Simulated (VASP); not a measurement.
# AlFe (Pm-3m) in VASP: equation of state with AM05

Aim: the equation of state of AlFe with AM05.

Program: VASP 6.6.1. These are calculated values, not measurements. Logs are shortened: lines on timing, memory, paths and dates and some standing lists are left out, and cuts for length are marked.

## 1. The cell of the first run

It takes space group Pm-3m (No. 221, cubic). The conventional cell has a = 2.910 Å, b = 2.910 Å, c = 2.910 Å, α = 90.00°, β = 90.00°, γ = 90.00°. Within 3.3 Å of Fe (site symmetry m-3m) lie 8 Al at 2.52 Å and 6 Fe at 2.91 Å. Within 3.3 Å of Al (site symmetry m-3m) lie 8 Fe at 2.52 Å and 6 Al at 2.91 Å.

## 2. Equation of state, AM05, collinear spin, ferromagnetic start

POSCAR.step1

```
AlFe
1.0
    2.8199416353      0.0000000000      0.0000000000
    0.0000000000      2.8199416353      0.0000000000
    0.0000000000      0.0000000000      2.8199416353
Fe Al
1 1
Direct
    0.5000000000      0.5000000000      0.5000000000
    0.0000000000      0.0000000000      0.0000000000
```

POSCAR.step2

```
AlFe
1.0
    2.8505955764      0.0000000000      0.0000000000
    0.0000000000      2.8505955764      0.0000000000
    0.0000000000      0.0000000000      2.8505955764
Fe Al
1 1
Direct
    0.5000000000      0.5000000000      0.5000000000
    0.0000000000      0.0000000000      0.0000000000
```

POSCAR.step3

```
AlFe
1.0
    2.8806040508      0.0000000000      0.0000000000
    0.0000000000      2.8806040508      0.0000000000
    0.0000000000      0.0000000000      2.8806040508
Fe Al
1 1
Direct
    0.5000000000      0.5000000000      0.5000000000
    0.0000000000      0.0000000000      0.0000000000
```

POSCAR.step4

```
AlFe
1.0
    2.9100000000      0.0000000000      0.0000000000
    0.0000000000      2.9100000000      0.0000000000
    0.0000000000      0.0000000000      2.9100000000
Fe Al
1 1
Direct
    0.5000000000      0.5000000000      0.5000000000
    0.0000000000      0.0000000000      0.0000000000
```

POSCAR.step5

```
AlFe
1.0
    2.9388137551      0.0000000000      0.0000000000
    0.0000000000      2.9388137551      0.0000000000
    0.0000000000      0.0000000000      2.9388137551
Fe Al
1 1
Direct
    0.5000000000      0.5000000000      0.5000000000
    0.0000000000      0.0000000000      0.0000000000
```

POSCAR.step6

```
AlFe
1.0
    2.9670733132      0.0000000000      0.0000000000
    0.0000000000      2.9670733132      0.0000000000
    0.0000000000      0.0000000000      2.9670733132
Fe Al
1 1
Direct
    0.5000000000      0.5000000000      0.5000000000
    0.0000000000      0.0000000000      0.0000000000
```

POSCAR.step7

```
AlFe
1.0
    2.9948045777      0.0000000000      0.0000000000
    0.0000000000      2.9948045777      0.0000000000
    0.0000000000      0.0000000000      2.9948045777
Fe Al
1 1
Direct
    0.5000000000      0.5000000000      0.5000000000
    0.0000000000      0.0000000000      0.0000000000
```

INCAR

```
SYSTEM = AlFe
GGA = AM ; ISPIN = 2
MAGMOM = 3 0 ; LORBIT = 11
ISMEAR = 1 ; SIGMA = 0.05
LWAVE = .FALSE. ; LCHARG = .FALSE.
ISIF = 2 ; NSW = 0
PREC = Accurate ; LASPH = .TRUE.
LREAL = .FALSE. ; ALGO = Normal
EDIFF = 1E-7 ; NELM = 200
GGA_COMPAT = .FALSE. ; ENCUT = 710
LMAXMIX = 4 ; KPAR = 2
```

KPOINTS

```
Automatic mesh
0
Gamma
  18 18 18
  0 0 0
```

Potentials or basis: VASP PAW PBE potentials, release 64 (Fe, Al).

The run is started by

```console
cat potpaw_PBE.64/Fe/POTCAR potpaw_PBE.64/Al/POTCAR > POTCAR
cp POSCAR.step1 POSCAR
mpirun -np 2 vasp_std > vasp.out
cp POSCAR.step2 POSCAR
mpirun -np 2 vasp_std > vasp.out
cp POSCAR.step3 POSCAR
mpirun -np 2 vasp_std > vasp.out
cp POSCAR.step4 POSCAR
mpirun -np 2 vasp_std > vasp.out
cp POSCAR.step5 POSCAR
mpirun -np 2 vasp_std > vasp.out
cp POSCAR.step6 POSCAR
mpirun -np 2 vasp_std > vasp.out
cp POSCAR.step7 POSCAR
mpirun -np 2 vasp_std > vasp.out
```

OUTCAR:

```text
SYSTEM = AlFe
   GGA = AM
   ISPIN = 2
   LORBIT = 11
   ISMEAR = 1
   ISIF = 2
   NSW = 0
   PREC = Accurate
   LASPH = .TRUE.
   LREAL = .FALSE.
   EDIFF = 1E-7
   NELM = 200
   ENCUT = 710

 ion  position               nearest neighbor table
   1  0.500  0.500  0.500-   2 2.59   2 2.59   2 2.59   2 2.59   2 2.59   2 2.59   2 2.59   2 2.59

   2  0.000  0.000  0.000-   1 2.59   1 2.59   1 2.59   1 2.59   1 2.59   1 2.59   1 2.59   1 2.59

  LATTYP: Found a simple cubic cell.
 ALAT       =     2.9948045777

  Lattice vectors:

 A1 = (   2.9948045777,   0.0000000000,   0.0000000000)
 A2 = (   0.0000000000,   2.9948045777,   0.0000000000)
 A3 = (   0.0000000000,   0.0000000000,   2.9948045777)

Analysis of symmetry for initial positions (statically):
=====================================================================
 Subroutine PRICEL returns:
 Original cell was already a primitive cell.

 Routine SETGRP: Setting up the symmetry group for a
 simple cubic supercell.

 Subroutine GETGRP returns: Found 48 space group operations
 (whereof 48 operations were pure point group operations)
 out of a pool of 48 trial point group operations.

The static configuration has the point symmetry O_h .

Analysis of symmetry for dynamics (positions and initial velocities):
=====================================================================
 Subroutine PRICEL returns:
 Original cell was already a primitive cell.

 Routine SETGRP: Setting up the symmetry group for a
 simple cubic supercell.

 Subroutine GETGRP returns: Found 48 space group operations
 (whereof 48 operations were pure point group operations)
 out of a pool of 48 trial point group operations.

The dynamic configuration has the point symmetry O_h .

Analysis of structural, dynamic, and magnetic symmetry:
=====================================================================
 Subroutine PRICEL returns:
 Original cell was already a primitive cell.

 Routine SETGRP: Setting up the symmetry group for a
 simple cubic supercell.

 Subroutine GETGRP returns: Found 48 space group operations
 (whereof 48 operations were pure point group operations)
 out of a pool of 48 trial point group operations.

The overall configuration has the point symmetry O_h .

 Subroutine INISYM returns: Found 48 space group operations
 (whereof 48 operations are pure point group operations),
 and found     1 'primitive' translations

----------------------------------------------------------------------------------------

                                     Primitive cell

  volume of cell :      26.8600

  direct lattice vectors                    reciprocal lattice vectors
     2.994804578  0.000000000  0.000000000     0.333911604  0.000000000  0.000000000
     0.000000000  2.994804578  0.000000000     0.000000000  0.333911604  0.000000000
     0.000000000  0.000000000  2.994804578     0.000000000  0.000000000  0.333911604

  length of vectors
     2.994804578  2.994804578  2.994804578     0.333911604  0.333911604  0.333911604

  position of ions in fractional coordinates (direct lattice)
     0.500000000  0.500000000  0.500000000
     0.000000000  0.000000000  0.000000000

  ion indices of the primitive-cell ions
   primitive index   ion index
                 1           1
                 2           2

----------------------------------------------------------------------------------------

 KPOINTS: Automatic mesh

Automatic generation of k-mesh.
 Grid dimensions read from file:
 generate k-points for:   18   18   18

 Generating k-lattice:

  Cartesian coordinates                     Fractional coordinates (reciprocal lattice)
     0.018550645  0.000000000  0.000000000     0.055555556  0.000000000  0.000000000
     0.000000000  0.018550645  0.000000000     0.000000000  0.055555556  0.000000000
     0.000000000  0.000000000  0.018550645     0.000000000  0.000000000  0.055555556

  Length of vectors
     0.018550645  0.018550645  0.018550645

  Shift w.r.t. Gamma in fractional coordinates (k-lattice)
     0.000000000  0.000000000  0.000000000

 Subroutine IBZKPT returns following result:
 ===========================================

 Found    220 irreducible k-points:

 Following reciprocal coordinates:
            Coordinates               Weight
  0.000000  0.000000  0.000000      1.000000
  0.055556  0.000000  0.000000      6.000000
  0.111111  0.000000  0.000000      6.000000
  0.166667  0.000000  0.000000      6.000000
  0.222222  0.000000  0.000000      6.000000
  0.277778  0.000000  0.000000      6.000000
[... 16 lines left out ...]
  0.277778  0.111111  0.000000     24.000000
  0.333333  0.111111  0.000000     24.000000
 [... further k-points ...]
   k-points           NKPTS =    220   k-points in BZ     NKDIM =    220   number of bands    NBANDS=     11
   number of dos      NEDOS =    301   number of ions     NIONS =      2
   total plane-waves  NPLWV =  21952
   dimension x,y,z NGX =    28 NGY =   28 NGZ =   28
   dimension x,y,z NGXF=    56 NGYF=   56 NGZF=   56
   ions per type =               1   1
   NGX,Y,Z   is equivalent  to a cutoff of  15.54, 15.54, 15.54 a.u.
   NGXF,Y,Z  is equivalent  to a cutoff of  31.09, 31.09, 31.09 a.u.
 SYSTEM =  AlFe
   PREC   = accura    normal or accurate (medium, high low for compatibility)
   ISTART =      0    job   : 0-new  1-cont  2-samecut
   ICHARG =      2    charge: 1-file 2-atom 10-const
   ISPIN  =      2    spin polarized calculation?
   LNONCOLLINEAR =      F non collinear calculations
   LSORBIT =      F    spin-orbit coupling
   LASPH  =      T    aspherical Exc in radial PAW
   ENCUT  =  710.0 eV  52.18 Ry    7.22 a.u.   6.51  6.51  6.51*2*pi/ulx,y,z
   NELM   =    200;   NELMIN=  2; NELMDL=  0     # of ELM steps
   EDIFF  = 0.1E-06   stopping-criterion for ELM
   LREAL  =      F    real-space projection
   EDIFFG = 0.1E-05   stopping-criterion for IOM
   NSW    =      0    number of steps for IOM
   IBRION =     -1    ionic relax: 0-MD 1-quasi-New 2-CG
   NFREE  =      0    steps in history (QN), initial steepest desc. (CG)
   ISIF   =      2    stress and relaxation
   ISYM   =      2    0-nonsym 1-usesym 2-fastsym
   POTIM  = 0.5000    time-step for ionic-motion
   TEBEG  =    0.0;   TEEND  =   0.0 temperature during run

   SCALEE = 1.0000    scale energy and forces
   PSTRESS=    0.0 pullay stress
   NELECT =      11.0000    total number of electrons
   NUPDOWN=      -1.0000    fix difference up-down
   EMIN   =  10.00;   EMAX   =-10.00  energy-range for DOS
   EFERMI =   0.00;   METHOD = LEGACY
   ISMEAR =     1;   SIGMA  =   0.05  broadening in eV -4-tet -1-fermi 0-gaus
   EFERMI_NEDOS =   21; number of points for ismear=-14 and -15
   IALGO  =     38    algorithm
   IMIX   =      4    mixing-type and parameters
     AMIX     =   0.40;   BMIX     =  1.00
     AMIX_MAG =   1.60;   BMIX_MAG =  1.00
  volume/ion in A,a.u.               =      13.43        90.63
  Fermi-wavevector in a.u.,A,eV,Ry     =   1.215730  2.297397 20.109413  1.478000
  Thomas-Fermi vector in A             =   2.351108
   LORBIT       =     11    0 simple, 1 ext, 2 COOP (PROOUT), +10 PAW based schemes
   GGA     = AM    functional components
   LHFCALC =     F    Hartree Fock is set to
   AEXX    =    0.0000 exact exchange contribution
   IVDW    =     0    specifies the selected vdW correction
   LEPSILON=     F    determine dielectric tensor
   LRPA    =     F    only Hartree local field effects (RPA)

   CSHIFT  =0.1000    complex shift for real part using Kramers Kronig

   OMEGAMAX=  -1.0    maximum frequency
 spin polarized calculation
 Methfessel and Paxton  Order N= 1 SIGMA  =   0.05
  energy-cutoff  :      710.00
  volume of cell :       26.86
 maximum number of plane-waves:      1189
 NGX is ok and might be reduce to    28
   NGX = 13   NGY = 13   NGZ = 13

 number of electron      10.9999996 magnetization       0.8010958

 Free energy of the ion-electron system (eV)
  ---------------------------------------------------
  ext. energy  EPLUGINS =         0.00000000
  ---------------------------------------------------
  free energy    TOTEN  =       -13.13579210 eV

  energy without entropy =      -13.13570908  energy(sigma->0) =      -13.13576442

 E-fermi :   6.7689     XC(G=0): -11.6688

 val. band max:        6.7668533970   @ k =   0.5000   0.4444   0.1111
 cond. band min:       6.7701066920   @ k =   0.2222   0.1667   0.0000
 fundamental gap:      0.0032532949
 Fermi energy:         6.7689359027

 spin component 1

 k-point     1 :       0.0000    0.0000    0.0000
  band No.  band energies     occupation
      1      -3.0178      1.00000
      2       4.4619      1.00000
      3       4.4619      1.00000
      4       6.2759      1.00000
      5       6.2759      1.00000
      6       6.2759      1.00000
      7      12.3836      0.00000
      8      12.3836      0.00000
      9      12.3836      0.00000
     10      15.3255      0.00000
     11      15.3255      0.00000
[... 309 lines left out ...]
 k-point    24 :       0.3333    0.1111    0.0000
  band No.  band energies     occupation
      1      -0.9758      1.00000
      2       3.3956      1.00000
      3       4.8421      1.00000
      4       5.5628      1.00000
      5       5.6743      1.00000
      6       6.2571      1.00000
      7       7.6983     -0.00000
      8      12.7684      0.00000
      9      14.9749      0.00000
     10      16.0509      0.00000
     11      18.7204      0.00000

 [... further k-points ...]

 spin component 2

 k-point     1 :       0.0000    0.0000    0.0000
  band No.  band energies     occupation
      1      -3.0086      1.00000
      2       4.9987      1.00000
      3       4.9987      1.00000
      4       7.1743     -0.00000
      5       7.1743     -0.00000
      6       7.1743     -0.00000
      7      12.3963      0.00000
      8      12.3963      0.00000
      9      12.3963      0.00000
     10      15.4860      0.00000
     11      15.4860      0.00000
[... 309 lines left out ...]
 k-point    24 :       0.3333    0.1111    0.0000
  band No.  band energies     occupation
      1      -0.9658      1.00000
      2       3.5762      1.00000
      3       5.4210      1.00000
      4       6.3188      1.00000
      5       6.4783      1.00000
      6       7.1517     -0.00000
      7       8.2647      0.00000
      8      12.9220      0.00000
      9      15.0678      0.00000
     10      16.0432      0.00000
     11      18.8327      0.00000

 [... further k-points ...]

------------------------ aborting loop because EDIFF is reached ----------------------------------------

  FORCE on cell =-STRESS in cart. coord.  units (eV):
  Direction    XX          YY          ZZ          XY          YZ          ZX
  --------------------------------------------------------------------------------------
  -------------------------------------------------------------------------------------
  Total       -3.5039730     -3.5039730     -3.5039730      0.0000000      0.0000000     -0.0000000
  in kB     -209.0094247   -209.0094247   -209.0094247      0.0000000      0.0000000     -0.0000000
  external PRESSURE =    -209.0094247 kB  Pullay stress =       0.0000000 kB

 VOLUME and BASIS-vectors are now :
 -----------------------------------------------------------------------------
  energy-cutoff  :      710.00
  volume of cell :       26.86
      direct lattice vectors                 reciprocal lattice vectors
     2.994804578  0.000000000  0.000000000     0.333911604  0.000000000  0.000000000
     0.000000000  2.994804578  0.000000000     0.000000000  0.333911604  0.000000000
     0.000000000  0.000000000  2.994804578     0.000000000  0.000000000  0.333911604

 POSITION                                       TOTAL-FORCE (eV/Angst)
 -----------------------------------------------------------------------------------
      1.49740      1.49740      1.49740         0.000000      0.000000      0.000000
      0.00000      0.00000      0.00000         0.000000      0.000000      0.000000
 -----------------------------------------------------------------------------------
    total drift:                                0.000000      0.000000      0.000000

  FREE ENERGIE OF THE ION-ELECTRON SYSTEM (eV)
  ---------------------------------------------------
  free  energy   TOTEN  =       -13.1357920994 eV

  energy  without entropy=      -13.1357090758  energy(sigma->0) =      -13.13576442

 total charge

# of ion       s       p       d       tot
------------------------------------------
    1        0.387   0.414   6.390   7.191
    2        0.384   0.384   0.000   0.768
--------------------------------------------------
tot          0.771   0.797   6.390   7.959

 magnetization (x)

# of ion       s       p       d       tot
------------------------------------------
    1       -0.004   0.002   0.866   0.865
    2       -0.009  -0.019   0.000  -0.028
--------------------------------------------------
tot         -0.013  -0.017   0.866   0.836
```

It took 6.1 min on 2 MPI ranks of Intel Xeon Platinum 8488C (Sapphire Rapids), shared host; peak memory 0.3 GiB.

What came out:

| Item | Value |
| --- | --- |
| Equilibrium volume | 11.52 Å³/atom |
| Bulk modulus | 192 GPa |
| Pressure derivative of the bulk modulus | 4.5 |

Energy against volume, from the lowest point:
| volume (Å³/atom) | energy (meV/atom) |
| --- | --- |
| 11.212 | 4.90 |
| 11.582 | 0.00 |
| 11.951 | 8.80 |
| 12.321 | 29.25 |
| 12.691 | 59.51 |
| 13.060 | 97.93 |
| 13.430 | 143.12 |

Caveat: the PAW data sets were made with another functional, which shifts forces and pressure a little.
